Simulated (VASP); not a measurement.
Set up this calculation in VASP 6.6.1, as the native input.

```
Task                   : single point
Functional             : PBEsol
Potentials or basis    : VASP PAW PBE potentials, release 64 (Pb_d)
Cutoff                 : 520 eV
k mesh                 : 18 × 18 × 18
Occupations            : gaussian, width 0.15 eV
Spin                   : no spin polarisation
Dipole correction      : no
Further INCAR settings : ALGO = Fast; EDIFF = 1e-07; NBANDS = 13
```

The structure of Pb lies in POSCAR:

```
Pb
1.0
    0.0000000000      2.3925676403      2.6318244044
    2.3925676403      0.0000000000      2.6318244044
    2.3925676403      2.3925676403      0.0000000000
Pb
1
Direct
    0.0000000000      0.0000000000      0.0000000000
```

This cell differs from its parent crystal: ratio of the length along z to the lengths across it x 1.1, volume and fractional coordinates fixed.

The input as run:

INCAR

```
SYSTEM = Pb
PREC = Accurate
ENCUT = 520
EDIFF = 1E-7
ISMEAR = 0
SIGMA = 0.15
LREAL = .FALSE.
LASPH = .TRUE.
NELM = 80
ALGO = Fast
ISIF = 2
LWAVE = .FALSE.
LCHARG = .FALSE.
GGA = PS
NBANDS = 13
```

KPOINTS

```
Automatic mesh
0
G
  18 18 18
  0 0 0
```

Potentials or basis: VASP PAW PBE potentials, release 64 (Pb_d).

Run with:

```bash
$ cat potpaw_PBE.64/Pb_d/POTCAR > POTCAR
$ mpirun -np 1 vasp_std > vasp.out
```

Results of the run:

```json
{
 "Pressure": "-0.1 GPa",
 "Band gap on the k mesh": "zero (bands 7 and 8 overlap by 9.38 eV)"
}
```

Caveat: the PAW data sets were made with another functional, which shifts forces and pressure a little; spin-orbit coupling is left out, which moves the levels of the heavy elements.

Wall time 5 min on 1 thread of Intel(R) Xeon(R) Platinum 8375C CPU @ 2.90GHz (Ice Lake) (shared host), peak memory 0.29 GiB.
